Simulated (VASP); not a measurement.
# Cu3O2 (I4/mmm) in VASP: a series of runs

Cu3O2 is run at these levels: PBE; tasks: single point.

All numbers are computed with VASP 6.6.1; they aren't measurements. Logs are shortened: lines on timing, memory, paths and dates and some standing lists are left out, and cuts for length are marked.

## Step 1: The cell of the first run

The structure is tetragonal, space group I4/mmm (No. 139). The conventional cell has a = 3.945 Å, b = 3.945 Å, c = 7.341 Å, α = 90.00°, β = 90.00°, γ = 90.00°. Within 2.4 Å of Cu (site symmetry -4m2) lie 2 O at 1.84 Å. Cu (site symmetry 4/mmm) has 4 O at 1.97 Å and 8 Cu at 2.69 Å within 2.7 Å. Within 2.4 Å of O (site symmetry mmm) lie 4 Cu at 1.84 to 1.97 Å.

## Step 2: Single point, PBE

Input file INCAR:

```
PREC = Accurate ; ENCUT = 520
EDIFF = 1E-6 ; ISMEAR = 0
SIGMA = 0.15 ; LREAL = False
LASPH = True ; NELM = 100
ALGO = Normal ; ISIF = 2
LWAVE = False ; LCHARG = False
GGA = PE ; NBANDS = 30
```

Input file KPOINTS:

```
regular mesh
0
Gamma
  14 14 14
```

Input file POSCAR:

```
Cu3O2
1.0
   -1.9723500000      1.9723500000      3.6707248177
    1.9723500000     -1.9723500000      3.6707248177
    1.9723500000      1.9723500000     -3.6707248177
Cu O
3 2
Direct
    0.2500000000      0.7500000000      0.5000000000
    0.7500000000      0.2500000000      0.5000000000
    0.0000000000      0.0000000000      0.0000000000
    0.0000000000      0.5000000000      0.5000000000
    0.5000000000      0.0000000000      0.5000000000
```

Potentials or basis: VASP PAW PBE potentials, release 64 (Cu, O).

Run with:

```
cat potpaw_PBE.64/Cu/POTCAR potpaw_PBE.64/O/POTCAR > POTCAR
mpirun -np 1 vasp_std > vasp.out
```

OUTCAR:

```text
PREC = Accurate
   ENCUT = 520
   EDIFF = 1E-6
   ISMEAR = 0
   LREAL = False
   LASPH = True
   NELM = 100
   ISIF = 2
   GGA = PE

 ion  position               nearest neighbor table
   1  0.250  0.750  0.500-   4 1.84   5 1.84   3 2.69   3 2.69   3 2.69   3 2.69   2 2.79   2 2.79
                             2 2.79   2 2.79
   2  0.750  0.250  0.500-   4 1.84   5 1.84   3 2.69   3 2.69   3 2.69   3 2.69   1 2.79   1 2.79
                             1 2.79   1 2.79
   3  0.000  0.000  0.000-   4 1.97   5 1.97   4 1.97   5 1.97   2 2.69   1 2.69   1 2.69   2 2.69
                             2 2.69   1 2.69   1 2.69   2 2.69
   4  0.000  0.500  0.500-   1 1.84   2 1.84   3 1.97   3 1.97
   5  0.500  0.000  0.500-   1 1.84   2 1.84   3 1.97   3 1.97

  LATTYP: Found a body centered tetragonal cell.
 ALAT       =     3.9447000000
 C/A-ratio  =     1.8610920058

  Lattice vectors:

 A1 = (  -1.9723500000,   1.9723500000,   3.6707248177)
 A2 = (   1.9723500000,  -1.9723500000,   3.6707248177)
 A3 = (   1.9723500000,   1.9723500000,  -3.6707248177)

Analysis of symmetry for initial positions (statically):
=====================================================================
 Subroutine PRICEL returns:
 Original cell was already a primitive cell.

 Routine SETGRP: Setting up the symmetry group for a
 body centered tetragonal supercell.

 Subroutine GETGRP returns: Found 16 space group operations
 (whereof 16 operations were pure point group operations)
 out of a pool of 16 trial point group operations.

The static configuration has the point symmetry D_4h.

Analysis of symmetry for dynamics (positions and initial velocities):
=====================================================================
 Subroutine PRICEL returns:
 Original cell was already a primitive cell.

 Routine SETGRP: Setting up the symmetry group for a
 body centered tetragonal supercell.

 Subroutine GETGRP returns: Found 16 space group operations
 (whereof 16 operations were pure point group operations)
 out of a pool of 16 trial point group operations.

The dynamic configuration has the point symmetry D_4h.

 Subroutine INISYM returns: Found 16 space group operations
 (whereof 16 operations are pure point group operations),
 and found     1 'primitive' translations

----------------------------------------------------------------------------------------

                                     Primitive cell

  volume of cell :      57.1189

  direct lattice vectors                    reciprocal lattice vectors
    -1.972350000  1.972350000  3.670724818     0.000000000  0.253504703  0.136212880
     1.972350000 -1.972350000  3.670724818     0.253504703  0.000000000  0.136212880
     1.972350000  1.972350000 -3.670724818     0.253504703  0.253504703  0.000000000

  length of vectors
     4.610265690  4.610265690  4.610265690     0.287782180  0.287782180  0.358509788

  position of ions in fractional coordinates (direct lattice)
     0.250000000  0.750000000  0.500000000
     0.750000000  0.250000000  0.500000000
     0.000000000  0.000000000  0.000000000
     0.000000000  0.500000000  0.500000000
     0.500000000  0.000000000  0.500000000

  ion indices of the primitive-cell ions
   primitive index   ion index
                 1           1
                 2           2
                 3           3
                 4           4
                 5           5

----------------------------------------------------------------------------------------

 KPOINTS: regular mesh

Automatic generation of k-mesh.
 Grid dimensions read from file:
 generate k-points for:   14   14   14

 Generating k-lattice:

  Cartesian coordinates                     Fractional coordinates (reciprocal lattice)
     0.000000000  0.018107479  0.009729491     0.071428571  0.000000000  0.000000000
     0.018107479  0.000000000  0.009729491     0.000000000  0.071428571  0.000000000
     0.018107479  0.018107479  0.000000000     0.000000000  0.000000000  0.071428571

  Length of vectors
     0.020555870  0.020555870  0.025607842

  Shift w.r.t. Gamma in fractional coordinates (k-lattice)
     0.000000000  0.000000000  0.000000000

 Subroutine IBZKPT returns following result:
 ===========================================

 Found    244 irreducible k-points:

 Following reciprocal coordinates:
            Coordinates               Weight
  0.000000  0.000000  0.000000      1.000000
  0.071429 -0.000000  0.000000      8.000000
  0.142857  0.000000  0.000000      8.000000
  0.214286 -0.000000  0.000000      8.000000
  0.285714 -0.000000  0.000000      8.000000
  0.357143  0.000000  0.000000      8.000000
[... 16 lines left out ...]
  0.214286  0.142857  0.000000     16.000000
  0.285714  0.142857  0.000000     16.000000
 [... further k-points ...]
   k-points           NKPTS =    244   k-points in BZ     NKDIM =    244   number of bands    NBANDS=     30
   number of dos      NEDOS =    301   number of ions     NIONS =      5
   total plane-waves  NPLWV =  46656
   dimension x,y,z NGX =    36 NGY =   36 NGZ =   36
   dimension x,y,z NGXF=    72 NGYF=   72 NGZF=   72
   ions per type =               3   2
   NGX,Y,Z   is equivalent  to a cutoff of  12.98, 12.98, 12.98 a.u.
   NGXF,Y,Z  is equivalent  to a cutoff of  25.96, 25.96, 25.96 a.u.
 SYSTEM =  unknown system
   PREC   = accura    normal or accurate (medium, high low for compatibility)
   ISTART =      0    job   : 0-new  1-cont  2-samecut
   ICHARG =      2    charge: 1-file 2-atom 10-const
   ISPIN  =      1    spin polarized calculation?
   LNONCOLLINEAR =      F non collinear calculations
   LSORBIT =      F    spin-orbit coupling
   LASPH  =      T    aspherical Exc in radial PAW
   ENCUT  =  520.0 eV  38.22 Ry    6.18 a.u.   8.57  8.57  8.57*2*pi/ulx,y,z
   NELM   =    100;   NELMIN=  2; NELMDL= -5     # of ELM steps
   EDIFF  = 0.1E-05   stopping-criterion for ELM
   LREAL  =      F    real-space projection
   EDIFFG = 0.1E-04   stopping-criterion for IOM
   NSW    =      0    number of steps for IOM
   IBRION =     -1    ionic relax: 0-MD 1-quasi-New 2-CG
   NFREE  =      0    steps in history (QN), initial steepest desc. (CG)
   ISIF   =      2    stress and relaxation
   ISYM   =      2    0-nonsym 1-usesym 2-fastsym
   POTIM  = 0.5000    time-step for ionic-motion
   TEBEG  =    0.0;   TEEND  =   0.0 temperature during run
   PSTRESS=    0.0 pullay stress
   NELECT =      45.0000    total number of electrons
   NUPDOWN=      -1.0000    fix difference up-down
   EMIN   =  10.00;   EMAX   =-10.00  energy-range for DOS
   EFERMI =   0.00;   METHOD = LEGACY
   ISMEAR =     0;   SIGMA  =   0.15  broadening in eV -4-tet -1-fermi 0-gaus
   EFERMI_NEDOS =   21; number of points for ismear=-14 and -15
   IALGO  =     38    algorithm
   IMIX   =      4    mixing-type and parameters
     AMIX     =   0.40;   BMIX     =  1.00
     AMIX_MAG =   1.60;   BMIX_MAG =  1.00
  volume/ion in A,a.u.               =      11.42        77.09
  Fermi-wavevector in a.u.,A,eV,Ry     =   1.512002  2.857270 31.104966  2.286150
  Thomas-Fermi vector in A             =   2.621984
   LORBIT       =      0    0 simple, 1 ext, 2 COOP (PROOUT), +10 PAW based schemes
   GGA     = PE    functional components
   LHFCALC =     F    Hartree Fock is set to
   AEXX    =    0.0000 exact exchange contribution
   IVDW    =     0    specifies the selected vdW correction
   LEPSILON=     F    determine dielectric tensor
   LRPA    =     F    only Hartree local field effects (RPA)
 non-spin polarized calculation
 Gauss-broadening in eV      SIGMA  =   0.15
  energy-cutoff  :      520.00
  volume of cell :       57.12
 maximum number of plane-waves:      1573
 NGX is ok and might be reduce to    36
   NGX = 17   NGY = 17   NGZ = 17

 number of electron      44.9999996 magnetization

 Free energy of the ion-electron system (eV)
  ---------------------------------------------------
  ext. energy  EPLUGINS =         0.00000000
  ---------------------------------------------------
  free energy    TOTEN  =       -22.62693817 eV

  energy without entropy =      -22.60664661  energy(sigma->0) =      -22.61679239

 E-fermi :   4.9769     XC(G=0): -11.4661

 val. band max:        4.9756998679   @ k =  -0.3571  -0.3571   0.1429
 cond. band min:       4.9820803116   @ k =  -0.2857   0.3571   0.1429
 fundamental gap:      0.0063804437
 Fermi energy:         4.9768724715

 k-point     1 :       0.0000    0.0000    0.0000
  band No.  band energies     occupation
      1     -14.4939      2.00000
      2     -13.1300      2.00000
      3      -1.7045      2.00000
      4      -0.8500      2.00000
      5      -0.8500      2.00000
      6      -0.2938      2.00000
[... 22 lines left out ...]
     29      15.9137      0.00000
     30      16.3197      0.00000

 k-point     2 :       0.0714   -0.0000    0.0000
  band No.  band energies     occupation
      1     -14.4737      2.00000
      2     -13.1425      2.00000
      3      -1.6995      2.00000
      4      -0.9012      2.00000
      5      -0.8300      2.00000
      6      -0.3705      2.00000
[... 22 lines left out ...]
     29      15.7152      0.00000
     30      16.6676      0.00000

 k-point     3 :       0.1429    0.0000    0.0000
  band No.  band energies     occupation
      1     -14.4145      2.00000
      2     -13.1804      2.00000
      3      -1.6844      2.00000
      4      -1.0436      2.00000
      5      -0.7710      2.00000
      6      -0.5245      2.00000
[... 22 lines left out ...]
     29      15.6094      0.00000
     30      17.1853      0.00000

 k-point     4 :       0.2143   -0.0000    0.0000
  band No.  band energies     occupation
      1     -14.3204      2.00000
      2     -13.2434      2.00000
      3      -1.6588      2.00000
      4      -1.2463      2.00000
      5      -0.7010      2.00000
      6      -0.6750      2.00000
[... 616 lines left out ...]
     29      15.6553      0.00000
     30      16.5330      0.00000

 k-point    23 :       0.2143    0.1429    0.0000
  band No.  band energies     occupation
      1     -14.2029      2.00000
      2     -13.3274      2.00000
      3      -1.3845      2.00000
      4      -1.3192      2.00000
      5      -1.1966      2.00000
      6      -0.7121      2.00000
[... 22 lines left out ...]
     29      15.5342      0.00000
     30      16.5633      0.00000

 k-point    24 :       0.2857    0.1429    0.0000
  band No.  band energies     occupation
      1     -14.0763      2.00000
      2     -13.4158      2.00000
      3      -1.5410      2.00000
      4      -1.4278      2.00000
      5      -1.2401      2.00000
      6      -0.6389      2.00000
[... 22 lines left out ...]
     29      15.2903      0.00000
     30      16.5563      0.00000

 [... further k-points ...]

------------------------ aborting loop because EDIFF is reached ----------------------------------------

  FORCE on cell =-STRESS in cart. coord.  units (eV):
  Direction    XX          YY          ZZ          XY          YZ          ZX
  --------------------------------------------------------------------------------------
  -------------------------------------------------------------------------------------
  Total        2.6578398      2.6578398      2.3851854      0.0000000      0.0000000      0.0000000
  in kB       74.5520506     74.5520506     66.9041313      0.0000000      0.0000000      0.0000000
  external PRESSURE =      72.0027441 kB  Pullay stress =       0.0000000 kB

 VOLUME and BASIS-vectors are now :
 -----------------------------------------------------------------------------
  energy-cutoff  :      520.00
  volume of cell :       57.12
      direct lattice vectors                 reciprocal lattice vectors
    -1.972350000  1.972350000  3.670724818     0.000000000  0.253504703  0.136212880
     1.972350000 -1.972350000  3.670724818     0.253504703  0.000000000  0.136212880
     1.972350000  1.972350000 -3.670724818     0.253504703  0.253504703  0.000000000

 POSITION                                       TOTAL-FORCE (eV/Angst)
 -----------------------------------------------------------------------------------
      1.97235      0.00000      1.83536         0.000000      0.000000     -0.000000
      0.00000      1.97235      1.83536        -0.000000     -0.000000      0.000000
      0.00000      0.00000      0.00000         0.000000      0.000000     -0.000000
      1.97235      0.00000      0.00000         0.000000      0.000000     -0.000000
      0.00000      1.97235      0.00000         0.000000      0.000000     -0.000000
 -----------------------------------------------------------------------------------
    total drift:                                0.000000      0.000000      0.000000

  FREE ENERGIE OF THE ION-ELECTRON SYSTEM (eV)
  ---------------------------------------------------
  free  energy   TOTEN  =       -22.6269381711 eV

  energy  without entropy=      -22.6066466064  energy(sigma->0) =      -22.61679239
```

It took 14 min on 1 thread of Intel Xeon 8259CL, shared host; peak memory 0.45 GiB.

What came out:

```
Free energy            : -22.6269 eV
Pressure               : 7.2 GPa
Band gap on the k mesh : zero (an odd number of electrons rules out a gap without spin polarisation)
```

Stress tensor (GPa, compression positive):
```
7.46 0.00 0.00
0.00 7.46 0.00
0.00 0.00 6.69
```

Levels at points of the mesh, in eV from the Fermi level:
```tsv
k point	band 19	band 20	band 21	band 22	band 23	band 24	band 25	band 26	band 27	band 28
(0.00, 0.00, 0.00)	-1.73	-1.53	-0.95	-0.95	0.41	0.44	5.21	5.21	7.23	7.39
(0.50, 0.00, 0.00)	-1.63	-1.40	-1.03	-0.64	-0.22	2.76	3.22	8.35	8.43	8.58
(0.50, 0.50, 0.00)	-1.56	-0.58	-0.49	-0.24	0.31	1.43	3.60	3.72	7.68	9.65
(0.50, 0.50, 0.50)	-1.83	-1.53	-1.33	-0.42	-0.42	3.59	4.61	6.37	6.37	7.48
```

Caveat: the cell stands under pressure; an odd number of electrons without spin polarisation forces a metal; a magnetic or distorted state may lie lower. With open d or f shells a metallic result of PBE can be an artefact of self-interaction; +U or a hybrid may open a gap.

## Step 3: Single point, PBE

This run uses another cell than the first one, of 11.49 Å³/atom.

Input file INCAR:

```
  PREC = Accurate
  ENCUT = 520
  EDIFF = 1E-6
  ISMEAR = 0
  SIGMA = 0.15
  LREAL = False
  LASPH = True
  NELM = 80
  ALGO = Normal
  ISIF = 2
  LWAVE = False
  LCHARG = False
  GGA = PE
  NBANDS = 30
```

KPOINTS is that of step 2.

POSCAR, as its differences from that of step 2:

```diff
@@ -2,5 +2,5 @@
 1.0
-   -1.9723500000      1.9723500000      3.6707248177
-    1.9723500000     -1.9723500000      3.6707248177
-    1.9723500000      1.9723500000     -3.6707248177
+   -2.0333354225      2.0333354225      3.4749500000
+    2.0333354225     -2.0333354225      3.4749500000
+    2.0333354225      2.0333354225     -3.4749500000
 Cu O
```

Potentials or basis: VASP PAW PBE potentials, release 64 (Cu, O).

Run with:

```
cat potpaw_PBE.64/Cu/POTCAR potpaw_PBE.64/O/POTCAR > POTCAR
mpirun -np 1 vasp_std > vasp.out
```

Run time: 15 min. Hardware: 1 thread of Intel Xeon 8259CL, shared host; peak memory 0.45 GiB.

Results (log left out):

- Free energy: -22.3475 eV
- Pressure: 16.0 GPa
- Band gap on the k mesh: zero (an odd number of electrons rules out a gap without spin polarisation)

Stress tensor (GPa, compression positive):
```
 5.08  0.00  0.00
 0.00  5.08  0.00
 0.00  0.00 37.71
```

Levels at points of the mesh, in eV from the Fermi level:
```csv
k point,band 19,band 20,band 21,band 22,band 23,band 24,band 25,band 26,band 27,band 28
"(0.00, 0.00, 0.00)",-1.78,-1.76,-0.70,-0.70,0.40,0.92,5.18,5.18,7.21,7.28
"(0.50, 0.00, 0.00)",-1.57,-1.37,-0.96,-0.67,-0.19,3.25,3.57,8.01,8.45,8.58
"(0.50, 0.50, 0.00)",-1.65,-0.61,-0.43,-0.27,0.46,1.10,3.76,4.09,8.51,9.34
"(0.50, 0.50, 0.50)",-1.91,-1.76,-1.29,-0.23,-0.23,3.22,5.35,6.44,6.44,7.21
```

Caveat: the cell stands under pressure; an odd number of electrons without spin polarisation forces a metal; a magnetic or distorted state may lie lower. With open d or f shells a metallic result of PBE can be an artefact of self-interaction; +U or a hybrid may open a gap.

## Step 4: Single point, PBE

This run uses another cell than the first one, of 11.58 Å³/atom.

Input file INCAR:

```
ALGO = Normal
EDIFF = 1E-6
ENCUT = 520
GGA = PE
ISIF = 2
ISMEAR = 0
LASPH = True
LCHARG = False
LREAL = False
LWAVE = False
NBANDS = 30
NELM = 80
PREC = Accurate
SIGMA = 0.15
```

Input file KPOINTS:

```
k-points
0
Gamma
  14 14 14
```

POSCAR, as its differences from that of step 3:

```diff
@@ -2,5 +2,5 @@
 1.0
-   -2.0333354225      2.0333354225      3.4749500000
-    2.0333354225     -2.0333354225      3.4749500000
-    2.0333354225      2.0333354225     -3.4749500000
+   -2.0130000000      2.0130000000      3.5728500000
+    2.0130000000     -2.0130000000      3.5728500000
+    2.0130000000      2.0130000000     -3.5728500000
 Cu O
```

Run with:

```
cat potpaw_PBE.64/Cu/POTCAR potpaw_PBE.64/O/POTCAR > POTCAR
mpirun -np 1 vasp_std > vasp.out
```

Run time: 15 min. Hardware: 1 thread of Intel Xeon 8259CL, shared host; peak memory 0.46 GiB.

It converged, with:

* Free energy: -22.5932 eV
* Pressure: 9.5 GPa
* Band gap on the k mesh: zero (an odd number of electrons rules out a gap without spin polarisation)

Stress tensor (GPa, compression positive):
```
 4.77  0.00  0.00
 0.00  4.77  0.00
 0.00  0.00 19.10
```

Levels at points of the mesh, in eV from the Fermi level:
| k point | band 20 | band 21 | band 22 | band 23 | band 24 | band 25 | band 26 | band 27 |
| --- | --- | --- | --- | --- | --- | --- | --- | --- |
| (0.00, 0.00, 0.00) | -1.62 | -0.79 | -0.79 | 0.41 | 0.68 | 5.19 | 5.19 | 7.16 |
| (0.50, 0.00, 0.00) | -1.36 | -0.96 | -0.64 | -0.20 | 3.03 | 3.42 | 8.14 | 8.43 |
| (0.50, 0.50, 0.00) | -0.54 | -0.48 | -0.25 | 0.44 | 1.22 | 3.71 | 3.88 | 8.08 |
| (0.50, 0.50, 0.50) | -1.62 | -1.29 | -0.30 | -0.30 | 3.35 | 4.99 | 6.40 | 6.40 |

Caveat: the cell stands under pressure; an odd number of electrons without spin polarisation forces a metal; a magnetic or distorted state may lie lower. With open d or f shells a metallic result of PBE can be an artefact of self-interaction; +U or a hybrid may open a gap.

## Step 5: Summary

```csv
cell,gap on the mesh (eV),pressure (GPa)
"a = 4.610 Å, angles 129.3, 129.3, 74.5°, 5 atoms",none,7.2
"a = 4.510 Å, angles 126.4, 126.4, 79.2°, 5 atoms",none,16.0
"a = 4.568 Å, angles 127.7, 127.7, 77.1°, 5 atoms",none,9.5
```

Alike in all rows: task single point; level PBE; potentials or basis VASP PAW PBE potentials, release 64 (Cu, O); no spin polarisation; k mesh 14 × 14 × 14; cutoff (eV) 520; smearing gaussian 0.15 eV.

Caveats: the cell stands under pressure; an odd number of electrons without spin polarisation forces a metal; a magnetic or distorted state may lie lower.

Total energies depend on the potentials used, so only differences within one code and one set of settings carry meaning.
